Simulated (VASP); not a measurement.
# Ni (P6_3/mmc) in VASP: settings compared, part 2 of 2

VASP 6.6.1. Earlier steps stand in the parts before.

### 3 Single point, revPBE+D3(BJ), collinear spin, ferromagnetic start

This run uses another cell than the first one, of 10.42 Å³/atom.

The input, INCAR:

```
SYSTEM = Ni
ALGO = Normal ; EDIFF = 1E-6
ENCUT = 520 ; GGA = RE
ISIF = 2 ; ISMEAR = -1
ISPIN = 2 ; IVDW = 12
LASPH = .TRUE. ; LCHARG = .TRUE.
LELF = .TRUE. ; LMAXMIX = 4
LORBIT = 11 ; LREAL = .FALSE.
LVHAR = .TRUE. ; LWAVE = .FALSE.
MAGMOM = 1 1 ; NBANDS = 21
NELM = 150 ; PREC = Accurate
SIGMA = 0.05
```

The input, KPOINTS:

```
k-points
0
G
  12 12 7
  0 0 0
```

The input, POSCAR:

```
Ni
1.0
    2.4493844123      0.0000000000      0.0000000000
   -1.2246922061      2.1212291247      0.0000000000
    0.0000000000      0.0000000000      4.0109680529
Ni
2
Direct
    0.6666666667      0.3333333333      0.7500000000
    0.3333333333      0.6666666667      0.2500000000
```

Potentials or basis: VASP PAW PBE potentials, release 64 (Ni).

Run with:

```sh
$ cat potpaw_PBE.64/Ni/POTCAR > POTCAR
$ mpirun -np 1 vasp_std > vasp.out
```

OUTCAR:

```text
SYSTEM = Ni
   EDIFF = 1E-6
   ENCUT = 520
   GGA = RE
   ISIF = 2
   ISMEAR = -1
   ISPIN = 2
   IVDW = 12
   LASPH = .TRUE.
   LORBIT = 11
   LREAL = .FALSE.
   NELM = 150
   PREC = Accurate
 IVDW          = 12

 ion  position               nearest neighbor table
   1  0.667  0.333  0.750-   2 2.45   2 2.45   2 2.45   2 2.45   2 2.45   2 2.45
   2  0.333  0.667  0.250-   1 2.45   1 2.45   1 2.45   1 2.45   1 2.45   1 2.45

  LATTYP: Found a hexagonal cell.
 ALAT       =     2.4493844123
 C/A-ratio  =     1.6375412666

  Lattice vectors:

 A1 = (   2.4493844123,   0.0000000000,   0.0000000000)
 A2 = (  -1.2246922061,   2.1212291247,   0.0000000000)
 A3 = (   0.0000000000,   0.0000000000,   4.0109680529)

Analysis of symmetry for initial positions (statically):
=====================================================================
 Subroutine PRICEL returns:
 Original cell was already a primitive cell.

 Routine SETGRP: Setting up the symmetry group for a
 hexagonal supercell.

 Subroutine GETGRP returns: Found 24 space group operations
 (whereof 12 operations were pure point group operations)
 out of a pool of 24 trial point group operations.

The static configuration has the point symmetry D_3d.
 The point group associated with its full space group is D_6h.

Analysis of symmetry for dynamics (positions and initial velocities):
=====================================================================
 Subroutine PRICEL returns:
 Original cell was already a primitive cell.

 Routine SETGRP: Setting up the symmetry group for a
 hexagonal supercell.

 Subroutine GETGRP returns: Found 24 space group operations
 (whereof 12 operations were pure point group operations)
 out of a pool of 24 trial point group operations.

The dynamic configuration has the point symmetry D_3d.
 The point group associated with its full space group is D_6h.

Analysis of structural, dynamic, and magnetic symmetry:
=====================================================================
 Subroutine PRICEL returns:
 Original cell was already a primitive cell.

[... 151 lines left out ...]
  free energy    TOTEN  =       -10.02365614 eV

  energy without entropy =       -9.98870241  energy(sigma->0) =      -10.00617928

 E-fermi :  10.1377     XC(G=0): -13.4230

 val. band max:       10.1354517659   @ k =   0.2500   0.1667   0.1429
 cond. band min:      10.1473924731   @ k =   0.0833   0.0000   0.0000
 fundamental gap:      0.0119407071
 Fermi energy:        10.1376950840

 spin component 1

 k-point     1 :       0.0000    0.0000    0.0000
  band No.  band energies     occupation
      1       0.8037      1.00000
      2       5.0465      1.00000
      3       7.5695      1.00000
      4       7.6647      1.00000
      5       7.6647      1.00000
      6       7.9507      1.00000
[... 565 lines left out ...]
     20      35.3678      0.00000
     21      39.0004      0.00000

 [... further k-points ...]

 spin component 2

 k-point     1 :       0.0000    0.0000    0.0000
  band No.  band energies     occupation
      1       0.7583      1.00000
      2       5.4554      1.00000
      3       8.2967      1.00000
      4       8.3604      1.00000
      5       8.3604      1.00000
      6       8.6671      1.00000
[... 565 lines left out ...]
     20      35.4488      0.00000
     21      39.0388      0.00000

 [... further k-points ...]

------------------------ aborting loop because EDIFF is reached ----------------------------------------

 Edisp (eV)   -1.86681

 E8    (eV) :    -1.3040

  FORCE on cell =-STRESS in cart. coord.  units (eV):
  Direction    XX          YY          ZZ          XY          YZ          ZX
  --------------------------------------------------------------------------------------
  -------------------------------------------------------------------------------------
  Total      -0.02337    -0.02337    -0.01825    -0.00000     0.00000    -0.00000
  in kB      -1.79693    -1.79693    -1.40273    -0.00000     0.00000    -0.00000
  external pressure =       -1.67 kB  Pullay stress =        0.00 kB

 VOLUME and BASIS-vectors are now :
 -----------------------------------------------------------------------------
  energy-cutoff  :      520.00
  volume of cell :       20.84
      direct lattice vectors                 reciprocal lattice vectors
     2.449384412  0.000000000  0.000000000     0.408265846  0.235712396  0.000000000
    -1.224692206  2.121229125  0.000000000     0.000000000  0.471424793  0.000000000
     0.000000000  0.000000000  4.010968053     0.000000000  0.000000000  0.249316371

 POSITION                                       TOTAL-FORCE (eV/Angst)
 -----------------------------------------------------------------------------------
      1.22469      0.70708      3.00823        -0.000000     -0.000000      0.000000
     -0.00000      1.41415      1.00274         0.000000      0.000000      0.000000
 -----------------------------------------------------------------------------------
    total drift:                                0.000000      0.000000     -0.000000

  FREE ENERGIE OF THE ION-ELECTRON SYSTEM (eV)
  ---------------------------------------------------
  free  energy   TOTEN  =       -11.8904650703 eV

  energy  without entropy=      -11.8555113341  energy(sigma->0) =      -11.87298820

 total charge

# of ion       s       p       d       tot
------------------------------------------
    1        0.515   0.537   8.334   9.386
    2        0.515   0.537   8.334   9.386
--------------------------------------------------
tot          1.030   1.074  16.669  18.772

 magnetization (x)

# of ion       s       p       d       tot
------------------------------------------
    1       -0.005  -0.027   0.678   0.646
    2       -0.005  -0.027   0.678   0.646
--------------------------------------------------
tot         -0.010  -0.053   1.356   1.292
```

OSZICAR:

```text
N       E                     dE             d eps       ncg     rms          rms(c)
DAV:   1     0.961320862797E+02    0.96132E+02   -0.92429E+03  6893   0.142E+03
DAV:   2    -0.642461307172E+01   -0.10256E+03   -0.94618E+02  6479   0.235E+02
DAV:   3    -0.118565001060E+02   -0.54319E+01   -0.52477E+01  7331   0.619E+01
DAV:   4    -0.119213229384E+02   -0.64823E-01   -0.64780E-01  7276   0.636E+00
DAV:   5    -0.119230493658E+02   -0.17264E-02   -0.17264E-02  7457   0.105E+00    0.144E+01
DAV:   6    -0.105571221458E+02    0.13659E+01   -0.61303E+00  7532   0.542E+01    0.805E+00
DAV:   7    -0.100593840781E+02    0.49774E+00   -0.12324E+00  7409   0.214E+01    0.297E+00
DAV:   8    -0.100286887978E+02    0.30695E-01   -0.11193E-02  9229   0.153E+00    0.140E+00
DAV:   9    -0.100245788442E+02    0.41100E-02   -0.72822E-04  9750   0.296E-01    0.397E-01
DAV:  10    -0.100236440612E+02    0.93478E-03   -0.13095E-04 10208   0.214E-01    0.479E-02
DAV:  11    -0.100236634241E+02   -0.19363E-04   -0.25807E-05  8122   0.666E-02    0.327E-02
DAV:  12    -0.100236565584E+02    0.68657E-05   -0.31593E-06  7961   0.228E-02    0.172E-02
DAV:  13    -0.100236561446E+02    0.41380E-06   -0.13262E-06  5368   0.128E-02
   1 F= -.11890465E+02 E0= -.11872988E+02  d E =-.349537E-01  mag=     1.2759
```

stdout:

```text
POSCAR found type information on POSCAR Ni
 POSCAR found :  1 types and       2 ions
 scaLAPACK will be used
 -----------------------------------------------------------------------------
|                                                                             |
|                                                                             |
|     You enforced a specific xc type in the INCAR file but a different       |
|     I HOPE YOU KNOW WHAT YOU ARE DOING!                                     |
|                                                                             |
 -----------------------------------------------------------------------------

 LDA part: xc-table for (Slater+PW92), standard interpolation
 POSCAR, INCAR and KPOINTS ok, starting setup
 FFT: planning ... GRIDC
 FFT: planning ... GRID_SOFT
 FFT: planning ... GRID
 WAVECAR not read
 entering main loop
```

Wall time 27 s (1 thread of Intel Xeon 6975P-C (Granite Rapids), shared host); peak memory 0.17 GiB.

What came out:

- Free energy: -11.8905 eV
- Pressure: -0.2 GPa
- Net moment: 1.28 μB per cell
- Site moments: Ni +0.65 μB
- Valence electrons inside the program's atomic spheres: Ni 9.39
- Dispersion energy per atom: -0.933 eV

Levels at points of the mesh, in eV from the Fermi level:
Spin up:
| k point | band 9 | band 10 | band 11 | band 12 | band 13 | band 14 |
| --- | --- | --- | --- | --- | --- | --- |
| (0.00, 0.00, 0.00) | -1.75 | -0.75 | -0.75 | -0.43 | 5.93 | 22.92 |
| (0.50, 0.00, 0.00) | -0.56 | -0.51 | 1.19 | 3.17 | 9.60 | 10.22 |
Spin down:
```csv
k point,band 6,band 7,band 8,band 9,band 10,band 11,band 12,band 13,band 14,band 15
"(0.00, 0.00, 0.00)",-1.47,-1.47,-1.07,-1.07,-0.50,-0.02,-0.02,6.35,22.77,25.31
"(0.50, 0.00, 0.00)",-1.85,-1.46,0.15,0.19,0.29,1.68,3.56,9.70,10.33,12.86
```

Caveat: the PAW data sets were made with another functional, which shifts forces and pressure a little.

### 4 Relaxation of cell and atoms, revPBE+D3(BJ), collinear spin, ferromagnetic start

The input, INCAR:

```
SYSTEM = Ni
PREC = Accurate
ENCUT = 600
EDIFF = 1E-7
ISMEAR = -1
SIGMA = 0.05
LREAL = .False.
LASPH = .True.
NELM = 150
ALGO = Normal
ISIF = 3
LWAVE = .False.
LCHARG = .False.
ISPIN = 2
MAGMOM = 1 1
LORBIT = 11
LMAXMIX = 4
GGA = RE
IVDW = 12
IBRION = 2
NSW = 60
EDIFFG = -0.01
```

The input, KPOINTS:

```
Automatic mesh
0
Gamma
  12 12 7
  0 0 0
```

The input, POSCAR:

```
Ni
1.0
    2.4480228978      0.0000000000      0.0000000000
   -1.2240114489      2.1200500186      0.0000000000
    0.0000000000      0.0000000000      4.0728075700
Ni
2
Direct
    0.6666666667      0.3333333333      0.7500000000
    0.3333333333      0.6666666667      0.2500000000
```

Run with:

```sh
$ cat potpaw_PBE.64/Ni/POTCAR > POTCAR
$ mpirun -np 1 vasp_std > vasp.out
```

Run time: 88 s. Hardware: 1 thread of Intel Xeon 6975P-C (Granite Rapids), shared host; peak memory 0.19 GiB.

Results (log left out):

| Item | Value |
| --- | --- |
| Free energy | -11.8896 eV |
| Relaxed volume | 10.41 Å³/atom |
| Relaxed cell | a = 2.448 Å, b = 2.448 Å, c = 4.012 Å, α = 90.00°, β = 90.00°, γ = 120.00° |
| Space group after relaxing (to 0.1 Å) | P6_3/mmc (No. 194) |
| Energy gained by relaxing | 2.9 meV/atom |
| Ionic steps | 4 |
| Pressure after relaxing | 0.1 GPa |
| Net moment | 1.27 μB per cell |
| Site moments | Ni +0.65 μB |
| Valence electrons inside the program's atomic spheres | Ni 9.39 |
| Dispersion energy per atom | -0.934 eV |

Stress tensor (GPa, compression positive):
```
 0.12  0.00  0.00
 0.00  0.12  0.00
 0.00  0.00 -0.08
```

The path:
| step | energy change (eV) | largest force (eV/Å) | pressure (GPa) | volume (Å³) |
| --- | --- | --- | --- | --- |
| 1 | 0.0000 | 0.0000 | -3.11 | 21.14 |
| 2 | -0.0026 | 0.0000 | 3.36 | 20.52 |
| 3 | -0.0050 | 0.0000 | 0.60 | 20.77 |
| 4 | -0.0058 | 0.0000 | 0.05 | 20.82 |

Final structure:
```
CELL_PARAMETERS angstrom
2.44777 0.00000 0.00000
-1.22388 2.11983 0.00000
0.00000 0.00000 4.01208
ATOMIC_POSITIONS crystal
Ni 0.66667 0.33333 0.75000
Ni 0.33333 0.66667 0.25000
```

Levels at points of the mesh, in eV from the Fermi level:
Spin up:
| k point | band 7 | band 8 | band 9 | band 10 | band 11 | band 12 | band 13 | band 14 | band 15 |
| --- | --- | --- | --- | --- | --- | --- | --- | --- | --- |
| (0.00, 0.00, 0.00) | -2.19 | -1.75 | -1.75 | -0.75 | -0.75 | -0.44 | 5.92 | 22.94 | 25.27 |
| (0.50, 0.00, 0.00) | -2.15 | -0.64 | -0.56 | -0.51 | 1.19 | 3.18 | 9.60 | 10.22 | 12.70 |
Spin down:
| k point | band 6 | band 7 | band 8 | band 9 | band 10 | band 11 | band 12 | band 13 | band 14 | band 15 |
| --- | --- | --- | --- | --- | --- | --- | --- | --- | --- | --- |
| (0.00, 0.00, 0.00) | -1.47 | -1.47 | -1.07 | -1.07 | -0.52 | -0.02 | -0.02 | 6.34 | 22.79 | 25.35 |
| (0.50, 0.00, 0.00) | -1.85 | -1.46 | 0.15 | 0.18 | 0.29 | 1.69 | 3.56 | 9.71 | 10.33 | 12.87 |

Caveat: the PAW data sets were made with another functional, which shifts forces and pressure a little.

### 5 Single point, PBE

The input, INCAR:

```
PREC = Accurate ; ENCUT = 520
EDIFF = 1E-7 ; ISMEAR = -1
SIGMA = 0.05 ; LREAL = F
LASPH = T ; NELM = 100
ALGO = Normal ; ISIF = 2
LWAVE = F ; LCHARG = T
GGA = PE ; LELF = T
LVHAR = T ; NBANDS = 17
```

The input, KPOINTS:

```
regular mesh
0
Gamma
  12 12 7
```

POSCAR is that of step 4.

Run with:

```sh
$ cat potpaw_PBE.64/Ni/POTCAR > POTCAR
$ mpirun -np 1 vasp_std > vasp.out
```

Run time: 38 s. Hardware: 1 thread of Intel Xeon 8259CL, shared host; peak memory 0.14 GiB.

It converged, with:

* Free energy: -10.7960 eV
* Pressure: 5.9 GPa
* Band gap on the k mesh: zero (bands 10 and 11 overlap by 0.49 eV)

Stress tensor (GPa, compression positive):
```
6.50 0.00 0.00
0.00 6.50 0.00
0.00 0.00 4.77
```

Levels at points of the mesh, in eV from the Fermi level:
```
           k point  band 7  band 8  band 9  band 10  band 11  band 12  band 13  band 14
(0.00, 0.00, 0.00)   -1.60   -1.09   -1.09    -0.38    -0.14    -0.14     6.01    23.19
(0.50, 0.00, 0.00)   -1.58    0.01    0.03     0.13     1.66     3.57     9.68    10.24
```

Caveat: the cell stands under pressure; the run has no spin polarisation, though such a crystal can be magnetic. Spin polarisation is off, so any magnetic state and its effect on volume and gap are missing.

### 6 The runs side by side

```csv
task,level,spin,cell,cutoff (eV),gap on the mesh (eV),pressure (GPa),moment (μB),relaxed volume (Å³/atom)
relaxation of cell and atoms,BLYP+D4,"collinear, ferromagnetic start","relaxed from a = 2.448, b = 2.448, c = 4.073 Å, angles 90.0, 90.0, 120.0°, 2 atoms",600,none,0.1,1.23,10.73
single point,revPBE+D3(BJ),"collinear, ferromagnetic start","a = 2.449, b = 2.449, c = 4.011 Å, angles 90.0, 90.0, 120.0°, 2 atoms",520,none,-0.2,1.28,-
relaxation of cell and atoms,revPBE+D3(BJ),"collinear, ferromagnetic start","relaxed from a = 2.448, b = 2.448, c = 4.073 Å, angles 90.0, 90.0, 120.0°, 2 atoms",600,none,0.1,1.27,10.41
single point,PBE,off,"a = 2.448, b = 2.448, c = 4.073 Å, angles 90.0, 90.0, 120.0°, 2 atoms",520,none,5.9,-,-
```

Alike in all rows: potentials or basis VASP PAW PBE potentials, release 64 (Ni); k mesh 12 × 12 × 7; smearing fermi-dirac 0.05 eV.

Caveats: the PAW data sets were made with another functional, which shifts forces and pressure a little (at least some runs); the cell stands under pressure (at least some runs).

Total energies depend on the potentials used, so only differences within one code and one set of settings carry meaning.
